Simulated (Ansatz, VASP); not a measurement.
# AlRu: VASP beside Ansatz

The input POSCAR:

```
AlRu
1.0
    2.9826244057      0.0000000000      0.0000000000
    0.0000000000      2.9826244057      0.0000000000
    0.0000000000      0.0000000000      2.9826244057
Al Ru
1 1
Direct
    0.0000000000      0.0000000000      0.0000000000
    0.5000000000      0.5000000000      0.5000000000
```

The input INCAR.step1:

```
SYSTEM = AlRu
PREC = Accurate
ENCUT = 520
ISMEAR = 0
SIGMA = 0.1
LREAL = .FALSE.
LASPH = .TRUE.
NELM = 60
NBANDS = 16
GGA = PE
ALGO = Normal
EDIFF = 1E-4
LWAVE = .TRUE.
LCHARG = .FALSE.
```

The input INCAR.step2:

```
SYSTEM = AlRu
PREC = Accurate
ENCUT = 520
EDIFF = 1E-6
ISMEAR = 0
SIGMA = 0.1
LREAL = .FALSE.
LASPH = .TRUE.
NELM = 60
ALGO = Normal
ISIF = 2
LWAVE = .FALSE.
LCHARG = .FALSE.
METAGGA = R2SCAN
LMIXTAU = .TRUE.
NBANDS = 16
ISTART = 1
```

The input KPOINTS:

```
regular mesh
0
G
  14 14 14
  0 0 0
```

Input for Ansatz:

```yaml
crystal:
  lattice:
    - [2.9826244057, 0.0, 0.0]
    - [0.0, 2.9826244057, 0.0]
    - [0.0, 0.0, 2.9826244057]
  atoms:
    - { symbol: Al, position: [0.0, 0.0, 0.0] }
    - { symbol: Ru, position: [0.5, 0.5, 0.5] }
basis:
  ecutwfc: 500
kpoints:
  mp_grid: { grid: [14, 14, 14] }
  band_path:
    path:
      - [[0.0, 0.0, 0.0], [0.0, 0.5, 0.0], [0.5, 0.5, 0.0], [0.0, 0.0, 0.0], [0.5, 0.5, 0.5], [0.0, 0.5, 0.0]]
      - [[0.5, 0.5, 0.5], [0.5, 0.5, 0.0]]
    npoints: 14
hamiltonian:
  xc: r2scan
scf:
  occupations: { method: gaussian, width: 0.1 }
  n_extra_bands: 6
output:
  forces: true
  stress: true
  eigenvalues: true
  populations: true
  dos: { projected: true, de: 0.02, nscf_kmesh: { grid: [21, 21, 21] } }
  bader: true
  write_density: true
  write_potential: true
  elf: true
  volumetric_format: npy
```

Alike in both runs: task single point; functional r2SCAN; k mesh 14 × 14 × 14; occupations gaussian, width 0.1 eV; no spin polarisation.

```csv
,VASP,Ansatz
version,VASP 6.6.1,Ansatz 0.2.0
potentials or method,"VASP PAW PBE potentials, release 64 (Al, Ru_pv), cutoff 520 eV","scalar-relativistic, plane waves, PAW"
valence electrons in the cell,17,19
```

|  | VASP | Ansatz | Ansatz less VASP |
| --- | --- | --- | --- |
| gap on the k mesh at the Fermi level (eV) | none | none | - |
| pressure (GPa) | 0.1 | 0.0 | -0.13 |

VASP's potentials were made for PBE, not for r2SCAN. A gap of «none» marks a metal or a gap that the smearing closes. The functional is the same, so the differences come from potentials, cutoffs and numerics. VASP's potentials hold 17 valence electrons a cell and Ansatz's 19, so a difference there can come from the potentials and not from the codes.
